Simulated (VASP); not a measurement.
A run of VASP 6.6.1 is set up as follows.

The input INCAR:

```
SYSTEM = Au
PREC = Accurate
ENCUT = 520
EDIFF = 1E-7
ISMEAR = -1
SIGMA = 0.08
LREAL = .False.
LASPH = .True.
NELM = 60
ALGO = Normal
ISIF = 2
LWAVE = .False.
LCHARG = .True.
GGA = PE
LELF = .True.
LVHAR = .True.
NBANDS = 18
```

KPOINTS

```
regular mesh
0
Gamma
  15 15 8
  0 0 0
```

File POSCAR:

```
Au
1.0
    2.7700890842      0.0000000000      0.0000000000
   -1.3850445421      2.3989675177      0.0000000000
    0.0000000000      0.0000000000      4.6034096828
Au
2
Direct
    0.3333333333      0.6666666667      0.2500000000
    0.6666666667      0.3333333333      0.7500000000
```

Potentials or basis: VASP PAW PBE potentials, release 64 (Au).

Command:

```bash
$ cat potpaw_PBE.64/Au/POTCAR > POTCAR
$ mpirun -np 1 vasp_std > vasp.out
```

(1) Estimate the band gap on the k mesh.

(2) What does it give for the pressure?

Results:

(1) zero (band 11 reaches 16.27 eV, above the bottom of band 12 at 8.50 eV).

(2) 35.7 GPa.

Caveat: spin-orbit coupling is left out, which moves the levels of the heavy elements.
